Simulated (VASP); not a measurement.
# B3As4 (P6/mmm) in VASP: a series of runs, part 2 of 2

VASP 6.6.1.

## (3) Single point, PBE

This run uses another cell than the first one, of 24.29 Å³/atom.

INCAR reads:

```
SYSTEM = B3As4
PREC = Accurate
ENCUT = 500
EDIFF = 1E-6
ISMEAR = 0
SIGMA = 0.2
LREAL = .False.
LASPH = .True.
NELM = 120
ALGO = Normal
ISIF = 2
LWAVE = .False.
LCHARG = .False.
GGA = PE
NBANDS = 24
GGA_COMPAT = .False.
```

KPOINTS reads:

```
Automatic mesh
0
Gamma
  5 5 2
  0 0 0
```

POSCAR reads:

```
B3As4
1.0
    5.3850091486      0.0000000000      0.0000000000
   -2.6925045743      4.6635547223      0.0000000000
    0.0000000000      0.0000000000      6.7699683144
B As
3 4
Direct
    0.0000000000      0.0000000000      0.7673893999
    0.0000000000      0.0000000000      0.2326106001
    0.0000000000      0.0000000000      0.0000000000
    0.5000000000      0.0000000000      0.0000000000
    0.0000000000      0.5000000000      0.0000000000
    0.5000000000      0.5000000000      0.0000000000
    0.0000000000      0.0000000000      0.5000000000
```

Potentials or basis: VASP PAW PBE potentials, release 64 (B, As).

Run with:

```
$ cat potpaw_PBE.64/B/POTCAR potpaw_PBE.64/As/POTCAR > POTCAR
$ mpirun -np 1 vasp_std > vasp.out
```

OUTCAR:

```text
SYSTEM = B3As4
   PREC = Accurate
   ENCUT = 500
   EDIFF = 1E-6
   ISMEAR = 0
   LREAL = .False.
   LASPH = .True.
   NELM = 120
   ISIF = 2
   GGA = PE

 ion  position               nearest neighbor table
   1  0.000  0.000  0.767-   3 1.57   7 1.81
   2  0.000  0.000  0.233-   3 1.57   7 1.81
   3  0.000  0.000  0.000-   1 1.57   2 1.57
   4  0.500  0.000  0.000-   5 2.69   6 2.69   6 2.69   5 2.69
   5  0.000  0.500  0.000-   6 2.69   6 2.69   4 2.69   4 2.69
   6  0.500  0.500  0.000-   5 2.69   5 2.69   4 2.69   4 2.69
   7  0.000  0.000  0.500-   1 1.81   2 1.81

  LATTYP: Found a hexagonal cell.
 ALAT       =     5.3850091486
 C/A-ratio  =     1.2571878947

  Lattice vectors:

 A1 = (   5.3850091486,   0.0000000000,   0.0000000000)
 A2 = (  -2.6925045743,   4.6635547223,   0.0000000000)
 A3 = (   0.0000000000,   0.0000000000,   6.7699683144)

Analysis of symmetry for initial positions (statically):
=====================================================================
 Subroutine PRICEL returns:
 Original cell was already a primitive cell.

 Routine SETGRP: Setting up the symmetry group for a
 hexagonal supercell.

 Subroutine GETGRP returns: Found 24 space group operations
 (whereof 24 operations were pure point group operations)
 out of a pool of 24 trial point group operations.

The static configuration has the point symmetry D_6h.

Analysis of symmetry for dynamics (positions and initial velocities):
=====================================================================
 Subroutine PRICEL returns:
 Original cell was already a primitive cell.

 Routine SETGRP: Setting up the symmetry group for a
 hexagonal supercell.

 Subroutine GETGRP returns: Found 24 space group operations
 (whereof 24 operations were pure point group operations)
 out of a pool of 24 trial point group operations.

The dynamic configuration has the point symmetry D_6h.

 Subroutine INISYM returns: Found 24 space group operations
 (whereof 24 operations are pure point group operations),
 and found     1 'primitive' translations

----------------------------------------------------------------------------------------

                                     Primitive cell

  volume of cell :     170.0161

  direct lattice vectors                    reciprocal lattice vectors
     5.385009149  0.000000000  0.000000000     0.185700706  0.107214353  0.000000000
    -2.692504574  4.663554722  0.000000000     0.000000000  0.214428705  0.000000000
     0.000000000  0.000000000  6.769968314     0.000000000  0.000000000  0.147711179

  length of vectors
     5.385009149  5.385009149  6.769968314     0.214428705  0.214428705  0.147711179

  position of ions in fractional coordinates (direct lattice)
     0.000000000  0.000000000  0.767389400
     0.000000000  0.000000000  0.232610600
     0.000000000  0.000000000  0.000000000
     0.500000000  0.000000000  0.000000000
     0.000000000  0.500000000  0.000000000
     0.500000000  0.500000000  0.000000000
     0.000000000  0.000000000  0.500000000

[... 37 lines left out ...]
            Coordinates               Weight
  0.000000  0.000000  0.000000      1.000000
  0.200000  0.000000  0.000000      6.000000
  0.400000  0.000000  0.000000      6.000000
  0.200000  0.200000  0.000000      6.000000
  0.400000  0.200000  0.000000      6.000000
  0.000000  0.000000  0.500000      1.000000
  0.200000  0.000000  0.500000      6.000000
  0.400000  0.000000  0.500000      6.000000
  0.200000  0.200000  0.500000      6.000000
  0.400000  0.200000  0.500000      6.000000
   k-points           NKPTS =     10   k-points in BZ     NKDIM =     10   number of bands    NBANDS=     24
   number of dos      NEDOS =    301   number of ions     NIONS =      7
   total plane-waves  NPLWV =  80000
   dimension x,y,z NGX =    40 NGY =   40 NGZ =   50
   dimension x,y,z NGXF=    80 NGYF=   80 NGZF=  100
   ions per type =               3   4
   NGX,Y,Z   is equivalent  to a cutoff of  12.35, 12.35, 12.28 a.u.
   NGXF,Y,Z  is equivalent  to a cutoff of  24.70, 24.70, 24.56 a.u.
 SYSTEM =  B3As4
   PREC   = accura    normal or accurate (medium, high low for compatibility)
   ISTART =      0    job   : 0-new  1-cont  2-samecut
   ICHARG =      2    charge: 1-file 2-atom 10-const
   ISPIN  =      1    spin polarized calculation?
   LNONCOLLINEAR =      F non collinear calculations
   LSORBIT =      F    spin-orbit coupling
   LASPH  =      T    aspherical Exc in radial PAW
   ENCUT  =  500.0 eV  36.75 Ry    6.06 a.u.   9.82  9.82 12.34*2*pi/ulx,y,z
   NELM   =    120;   NELMIN=  2; NELMDL= -5     # of ELM steps
   EDIFF  = 0.1E-05   stopping-criterion for ELM
   LREAL  =      F    real-space projection
   EDIFFG = 0.1E-04   stopping-criterion for IOM
   NSW    =      0    number of steps for IOM
   IBRION =     -1    ionic relax: 0-MD 1-quasi-New 2-CG
   NFREE  =      0    steps in history (QN), initial steepest desc. (CG)
   ISIF   =      2    stress and relaxation
   ISYM   =      2    0-nonsym 1-usesym 2-fastsym
   POTIM  = 0.5000    time-step for ionic-motion
   TEBEG  =    0.0;   TEEND  =   0.0 temperature during run
   PSTRESS=    0.0 pullay stress
   NELECT =      29.0000    total number of electrons
   NUPDOWN=      -1.0000    fix difference up-down
   EMIN   =  10.00;   EMAX   =-10.00  energy-range for DOS
   EFERMI =   0.00;   METHOD = LEGACY
   ISMEAR =     0;   SIGMA  =   0.20  broadening in eV -4-tet -1-fermi 0-gaus
   EFERMI_NEDOS =   21; number of points for ismear=-14 and -15
   IALGO  =     38    algorithm
   IMIX   =      4    mixing-type and parameters
     AMIX     =   0.40;   BMIX     =  1.00
     AMIX_MAG =   1.60;   BMIX_MAG =  1.00
  volume/ion in A,a.u.               =      24.29       163.90
  Fermi-wavevector in a.u.,A,eV,Ry     =   0.907913  1.715706 11.215358  0.824306
  Thomas-Fermi vector in A             =   2.031777
   LORBIT       =      0    0 simple, 1 ext, 2 COOP (PROOUT), +10 PAW based schemes
   GGA     = PE    functional components
   LHFCALC =     F    Hartree Fock is set to
   AEXX    =    0.0000 exact exchange contribution
   IVDW    =     0    specifies the selected vdW correction
   LEPSILON=     F    determine dielectric tensor
   LRPA    =     F    only Hartree local field effects (RPA)
 non-spin polarized calculation
 Gauss-broadening in eV      SIGMA  =   0.20
  energy-cutoff  :      500.00
  volume of cell :      170.02
 maximum number of plane-waves:      4336
 NGX is ok and might be reduce to    40
   NGX = 19   NGY = 19   NGZ = 25

 number of electron      28.9999997 magnetization

 Free energy of the ion-electron system (eV)
  ---------------------------------------------------
  ext. energy  EPLUGINS =         0.00000000
  ---------------------------------------------------
  free energy    TOTEN  =       -31.32627541 eV

  energy without entropy =      -31.25808276  energy(sigma->0) =      -31.29217908

 E-fermi :   1.4504     XC(G=0):  -7.9388

 val. band max:        1.3312362967   @ k =   0.2000   0.2000   0.0000
 cond. band min:       1.5002966362   @ k =   0.4000   0.2000   0.5000
 fundamental gap:      0.1690603395
 Fermi energy:         1.4504056138

 k-point     1 :       0.0000    0.0000    0.0000
  band No.  band energies     occupation
      1     -12.3917      2.00000
      2     -10.2944      2.00000
      3      -7.1897      2.00000
      4      -7.1897      2.00000
      5      -6.6686      2.00000
      6      -6.2546      2.00000
[... 259 lines left out ...]
     23       5.6713      0.00000
     24       5.9191      0.00000

------------------------ aborting loop because EDIFF is reached ----------------------------------------

  FORCE on cell =-STRESS in cart. coord.  units (eV):
  Direction    XX          YY          ZZ          XY          YZ          ZX
  --------------------------------------------------------------------------------------
  -------------------------------------------------------------------------------------
  Total       -0.0077870     -0.0077870      0.4451907      0.0000000      0.0000000      0.0000000
  in kB       -0.0733819     -0.0733819      4.1953338      0.0000000      0.0000000      0.0000000
  external PRESSURE =       1.3495233 kB  Pullay stress =       0.0000000 kB

 VOLUME and BASIS-vectors are now :
 -----------------------------------------------------------------------------
  energy-cutoff  :      500.00
  volume of cell :      170.02
      direct lattice vectors                 reciprocal lattice vectors
     5.385009149  0.000000000  0.000000000     0.185700706  0.107214353  0.000000000
    -2.692504574  4.663554722  0.000000000     0.000000000  0.214428705  0.000000000
     0.000000000  0.000000000  6.769968314     0.000000000  0.000000000  0.147711179

 POSITION                                       TOTAL-FORCE (eV/Angst)
 -----------------------------------------------------------------------------------
      0.00000      0.00000      5.19520         0.000000      0.000000      0.142895
      0.00000      0.00000      1.57477         0.000000     -0.000000     -0.142895
      0.00000      0.00000      0.00000        -0.000000      0.000000      0.000000
      2.69250      0.00000      0.00000        -0.000000      0.000000      0.000000
     -1.34625      2.33178      0.00000        -0.000000      0.000000      0.000000
      1.34625      2.33178      0.00000        -0.000000      0.000000      0.000000
      0.00000      0.00000      3.38498        -0.000000      0.000000      0.000000
 -----------------------------------------------------------------------------------
    total drift:                               -0.000000      0.000000     -0.000000

  FREE ENERGIE OF THE ION-ELECTRON SYSTEM (eV)
  ---------------------------------------------------
  free  energy   TOTEN  =       -31.3262754128 eV

  energy  without entropy=      -31.2580827564  energy(sigma->0) =      -31.29217908
```

Wall time 30 s (1 thread of Intel Xeon Platinum 8375C at 2.90GHz (Ice Lake), shared host); peak memory 0.26 GiB.

What came out:

```
Free energy            : -31.3263 eV
Pressure               : 0.1 GPa
Largest force          : 0.143 eV/Å
Band gap on the k mesh : zero (an odd number of electrons rules out a gap without spin polarisation)
```

Forces on the atoms (eV/Å):
```
B    0.000  0.000  0.143
B    0.000  0.000 -0.143
B    0.000  0.000  0.000
As   0.000  0.000  0.000
As   0.000  0.000  0.000
As   0.000  0.000  0.000
As   0.000  0.000  0.000
```

Caveat: the k points lie up to 0.46 Å⁻¹ apart, too coarse for converged energies and pressures of a metal.

The gap in the log of VASP goes by the Fermi energy; the results here count the filled bands.